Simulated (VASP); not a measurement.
SrCl2:

```
Sr Cl
1.0
     2.08574    1.20420    6.13505
    -2.08574    1.20420    6.13505
     0.00000   -2.40841    6.13505
Sr Cl
1 2
Cartesian
  0.0000 0.0000 0.0037
  0.0000 0.0000 7.7812
  0.0000 0.0000 4.4852
```

Base run:

| Quantity | Value |
| --- | --- |
| Program | VASP 6.6.1 |
| Functional | PBE |
| Potentials or basis | VASP PAW PBE potentials, release 64 (Sr_sv, Cl) |
| Cutoff | 520 eV |
| k mesh | 6 × 6 × 6 |
| Occupations | gaussian, width 0.01 eV |
| Spin | no spin polarisation |

Its results: band gap on the k mesh 4.35 eV, direct; pressure 1.3 GPa; largest force 0.004 eV/Å.

**Question.** The run is repeated on the same cell with these changes: functional from PBE to r2SCAN; further incar settings from ALGO = Normal; EDIFF = 1e-06; NBANDS = 19 to ALGO = Normal; EDIFF = 1e-07; NBANDS = 19. What comes out?

**Answer.** Band gap on the k mesh 4.88 eV, direct; pressure 0.7 GPa; largest force 0.008 eV/Å.

Caveats: the PAW data sets were made with another functional, which shifts forces and pressure a little (some runs).

A k mesh can miss the band edges.
